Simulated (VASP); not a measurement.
Input of a VASP 6.6.1 run:

Contents of INCAR:

```
SYSTEM = Ge
ALGO = Normal
EDIFF = 1E-6
ENCUT = 520
GGA = PS
ISIF = 2
ISMEAR = 1
LASPH = .True.
LCHARG = .False.
LREAL = .False.
LWAVE = .False.
NBANDS = 21
NELM = 60
PREC = Accurate
SIGMA = 0.05
```

File KPOINTS:

```
k-points
0
Gamma
  14 14 14
  0 0 0
```

Contents of POSCAR:

```
Ge
1.0
   -2.5744897200      2.5744897200      1.3974126400
    2.5744897200     -2.5744897200      1.3974126400
    2.5744897200      2.5744897200     -1.3974126400
Ge
2
Direct
    0.2410548970      0.7410548970      0.5000000000
    0.5000000000      0.5000000000      0.0000000000
```

Potentials or basis: VASP PAW PBE potentials, release 64 (Ge_d).

Launch:

```console
$ cat potpaw_PBE.64/Ge_d/POTCAR > POTCAR
$ mpirun -np 1 vasp_std > vasp.out
```

Estimate the largest force.

0.013 eV/Å.

What does it give for the pressure?

-0.9 GPa.

Estimate the band gap on the k mesh.

zero (bands 14 and 15 overlap by 4.97 eV).

Forces on the atoms (eV/Å):
```
Ge   0.000  0.000  0.013
Ge   0.000  0.000 -0.013
```

Caveat: the PAW data sets were made with another functional, which shifts forces and pressure a little.
